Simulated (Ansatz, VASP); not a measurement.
# Two plane-wave programs on S

```xyz
1
Lattice="0.0000 1.8273 2.3755 1.8273 0.0000 2.3755 1.8273 1.8273 0.0000" Properties=species:S:1:pos:R:3 pbc="T T T"
S     0.0000    0.0000    0.0000
```

Alike in both runs: task single point; functional PBEsol; k mesh 22 × 22 × 22; occupations gaussian, width 0.15 eV; no spin polarisation.

|  | VASP | Ansatz |
| --- | --- | --- |
| version | VASP 6.6.1 | Ansatz 0.2.0 |
| potentials or method | VASP PAW PBE potentials, release 64 (S), cutoff 520 eV | scalar-relativistic, plane waves, PAW |
| valence electrons in the cell | 6 | 6 |

```tsv
	VASP	Ansatz	Ansatz less VASP
gap on the k mesh at the Fermi level (eV)	none	none	-
pressure (GPa)	-4.3	-4.3	-0.05
traceless stress, the component that is largest in VASP (GPa)	12.29	12.23	-0.058
```

VASP's potentials were made for PBE, not for PBEsol. A gap of «none» marks a metal or a gap that the smearing closes.
